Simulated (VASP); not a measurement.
# Ni: single point with r2SCAN

Ni:

```
Ni
1.0
     0.00000    1.73757    1.73757
     1.73757    0.00000    1.73757
     1.73757    1.73757    0.00000
Ni
1
Direct
  0.00000 0.00000 0.00000
```

```yaml
Program: VASP 6.6.1
Task: single point
Functional: r2SCAN
Potentials_or_basis: VASP PAW PBE potentials, release 64 (Ni)
Cutoff: 520 eV
k_mesh: 13 × 13 × 13
Occupations: fermi-dirac, width 0.05 eV
Spin: collinear spin, ferromagnetic start
Starting_moments: "[1.0] μB"
```

| Property | Result |
| --- | --- |
| Pressure | 0.4 GPa |
| Net moment | 0.67 μB per cell |
| Site moments | Ni +0.69 μB |
| Valence electrons inside the program's atomic spheres | Ni 9.41 |

Levels at points of the mesh, in eV from the Fermi level:
Spin up:
```
           k point  band 1  band 2  band 3  band 4  band 5  band 6  band 7  band 8  band 9  band 10
(0.00, 0.00, 0.00)   -9.67   -2.98   -2.98   -2.98   -1.64   -1.64   24.86   29.31   29.31    29.31
```
Spin down:
| k point | band 2 | band 3 | band 4 | band 5 | band 6 | band 7 | band 8 | band 9 |
| --- | --- | --- | --- | --- | --- | --- | --- | --- |
| (0.00, 0.00, 0.00) | -1.74 | -1.74 | -1.74 | -0.95 | -0.95 | 24.60 | 29.40 | 29.40 |

Wall time 2 min on 1 thread of Intel Xeon 8259CL, on a shared host, peak memory 0.14 GiB.

Caveat: the PAW data sets were made with another functional, which shifts forces and pressure a little.
